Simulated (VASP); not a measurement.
Wanted: the native input for a VASP 6.6.1 run.

```yaml
Task: relaxation of cell and atoms
Functional: PBE
Potentials_or_basis: VASP PAW PBE potentials, release 64 (Pb_d)
Cutoff: 600 eV
k_mesh: 4 × 4 × 4
Occupations: gaussian, width 0.1 eV
Spin: no spin polarisation
Dipole_correction: no
Further_INCAR_settings: ALGO = Normal; EDIFF = 1e-07; IBRION = 2; EDIFFG = -0.04; NSW = 90; ISIF = 3
```

The structure of Pb lies in POSCAR:

```
Pb
1.0
    2.9900496303     -4.4628571084      0.0000000000
    2.9900496303      4.4628571084      0.0000000000
    0.0000000000      0.0000000000      6.7597258193
Pb
5
Direct
    0.5000000000      0.0000000000      0.2500000000
    0.0000000000      0.5000000000      0.7500000000
    0.0000000000      0.5000000000      0.2500000000
    0.5000000000      0.0000000000      0.7500000000
    0.0000000000      0.0000000000      0.0000000000
```

The input as run:

INCAR

```
ALGO = Normal ; EDIFF = 1E-7
EDIFFG = -0.04 ; ENCUT = 600
GGA = PE ; IBRION = 2
ISIF = 3 ; ISMEAR = 0
LASPH = True ; LCHARG = False
LREAL = False ; LWAVE = False
NELM = 100 ; NSW = 90
PREC = Accurate ; SIGMA = 0.1
```

KPOINTS

```
k-points
0
Gamma
  4 4 4
```

Potentials or basis: VASP PAW PBE potentials, release 64 (Pb_d).

Run with:

```console
$ cat potpaw_PBE.64/Pb_d/POTCAR > POTCAR
$ mpirun -np 1 vasp_std > vasp.out
```

It gave:

```json
{"Relaxed volume": "35.77 Å³/atom", "Relaxed cell": "a = 4.694 Å, b = 4.694 Å, c = 8.115 Å, α = 90.00°, β = 90.00°, γ = 90.29°", "Space group after relaxing (to 0.05 Å)": "P4/mmm (No. 123)", "Energy gained by relaxing": "232.2 meV/atom", "Ionic steps": "27", "Pressure after relaxing": "-0.1 GPa", "Largest force after relaxing": "0.014 eV/Å", "Band gap on the k mesh": "zero (band 35 reaches 6.10 eV, above the bottom of band 36 at 3.22 eV)"}
```

Caveat: spin-orbit coupling is left out, which moves the levels of the heavy elements.

It took 42 min on 1 thread of Intel(R) Xeon(R) 6975P-C (Granite Rapids), on a shared host, peak memory 0.45 GiB.
